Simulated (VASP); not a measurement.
A run of VASP 6.6.1:

File INCAR:

```
SYSTEM = Rh
  ALGO = Fast
  EDIFF = 1E-6
  ENCUT = 520
  GGA = PS
  ISIF = 2
  ISMEAR = 0
  LASPH = .TRUE.
  LCHARG = .FALSE.
  LREAL = .FALSE.
  LWAVE = .FALSE.
  NBANDS = 22
  NELM = 100
  PREC = Accurate
  SIGMA = 0.15
```

The input KPOINTS:

```
k-points
0
G
  18 18 12
  0 0 0
```

Contents of POSCAR:

```
Rh
1.0
    2.6900143566      0.0000000000      0.0000000000
   -1.3450071783      2.3296207694      0.0000000000
    0.0000000000      0.0000000000      4.4284890000
Rh
2
Direct
    0.6666666667      0.3333333333      0.7500000000
    0.3333333333      0.6666666667      0.2500000000
```

Potentials or basis: VASP PAW PBE potentials, release 64 (Rh_pv).

The run is started by

```bash
$ cat potpaw_PBE.64/Rh_pv/POTCAR > POTCAR
$ mpirun -np 1 vasp_std > vasp.out
```

Hardware: 1 thread of AMD EPYC 9R45 96-Core Processor (Zen 5), with other jobs on the host.

Question: Estimate the wall time of this run.

Answer: Run time: 73 s on 1 thread of AMD EPYC 9R45 96-Core Processor (Zen 5), on a shared host, peak memory 0.2 GiB. Counts: scf iterations 12, k points 259.
